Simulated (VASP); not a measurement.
A run of VASP 6.6.1 is set up as follows.

File INCAR:

```
SYSTEM = CuSi16
PREC     = Accurate       ! precision mode
ENCUT    = 520            ! plane-wave cutoff, eV
EDIFF    = 1E-7           ! SCF threshold, eV
ISMEAR   = 0              ! smearing method
SIGMA    = 0.05           ! smearing width, eV
LREAL    = Auto         
LASPH    = .TRUE.         ! aspherical terms in the spheres
NELM     = 100            ! most SCF steps
ALGO     = Normal         ! electronic algorithm
ISIF     = 2              ! what is computed and relaxed
LWAVE    = .FALSE.        ! write WAVECAR
LCHARG   = .FALSE.        ! write CHGCAR
GGA      = PE             ! functional
NELECT   = 74.0         
NBANDS   = 52             ! bands
```

The input KPOINTS:

```
regular mesh
0
G
  2 2 2
  0 0 0
```

File POSCAR:

```
CuSi16
1.0
    0.0000000000      5.4300000000      5.4300000000
    5.4300000000      0.0000000000      5.4300000000
    5.4300000000      5.4300000000      0.0000000000
Si Cu
16 1
Direct
   -0.0110615101      0.0354357274     -0.0117696133
    0.1307205341      0.1197597606      0.1305069061
    0.0023647330     -0.0144573665      0.5061883057
    0.1302219153      0.1196399632      0.6199101289
    0.0006169429      0.5079044199      0.0000941068
    0.1124067219      0.6639085635      0.1118487109
    0.0003745856      0.5079723757      0.4915296501
    0.1332714549      0.6110403315      0.6278359116
    0.5064871087     -0.0140517495      0.0019012891
    0.6206953039      0.1195326888      0.1297855433
    0.5060920810     -0.0139869245      0.5055683241
    0.6294402394      0.1122463168      0.6289730203
    0.4921692449      0.5078325967     -0.0001383057
    0.6282961326      0.6114193370      0.1324476980
    0.5051824125      0.4857367403      0.5043277164
    0.6280489871      0.6114887661      0.6275679558
    0.2371081952      0.2925601289      1.2359674954
```

Potentials or basis: VASP PAW PBE potentials, release 64 (Si, Cu).

Command:

```bash
$ cat potpaw_PBE.64/Si/POTCAR potpaw_PBE.64/Cu/POTCAR > POTCAR
$ mpirun -np 1 vasp_std > vasp.out
```

Question: Predict the largest force.

Answer: 0.017 eV/Å.

Forces in eV/Å, atoms in the order of the input:
```
Si  -0.009  0.009 -0.003
Si  -0.003 -0.012  0.003
Si   0.000 -0.001  0.004
Si   0.012  0.003  0.000
Si  -0.009  0.004 -0.012
Si   0.008 -0.010  0.010
Si   0.004  0.010 -0.013
Si   0.006 -0.009  0.005
Si  -0.002  0.000 -0.006
Si  -0.004  0.002  0.013
Si   0.002  0.006 -0.005
Si   0.002 -0.004  0.001
Si  -0.005  0.006  0.010
Si   0.003 -0.004  0.006
Si  -0.003  0.003 -0.008
Si   0.003 -0.001  0.006
Cu  -0.005 -0.001 -0.010
```

Caveat: the k points lie up to 0.50 Å⁻¹ apart; the cell carries a net charge on a neutralising background, which shifts energy and pressure.
